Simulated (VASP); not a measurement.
Crystal: PbSe (Clausthalite).

```xyz
2
Lattice="0.0000 3.0809 3.0809 3.0809 0.0000 3.0809 3.0809 3.0809 0.0000" Properties=species:S:1:pos:R:3 pbc="T T T"
Pb    0.0000    0.0000    0.0000
Se    3.0809    3.0809    3.0809
```

Base run:

| Property | Result |
| --- | --- |
| Program | VASP 6.6.1 |
| Functional | RPBE |
| Dispersion | D4 |
| Potentials or basis | VASP PAW PBE potentials, release 64 (Pb_d, Se) |
| Cutoff | 520 eV |
| k mesh | 8 × 8 × 8 |
| Occupations | fermi-dirac, width 0.05 eV |
| Spin | no spin polarisation |

Its results: band gap on the k mesh 0.44 eV, direct; pressure -0.7 GPa.

Q: The run is repeated on the same cell with these changes: dispersion from D4 to D3(BJ). What comes out?

A: Band gap on the k mesh 0.44 eV, direct; pressure -10.9 GPa.

Caveats: the PAW data sets were made with another functional, which shifts forces and pressure a little; spin-orbit coupling is left out, which moves the levels of the heavy elements.

A k mesh can miss the band edges.
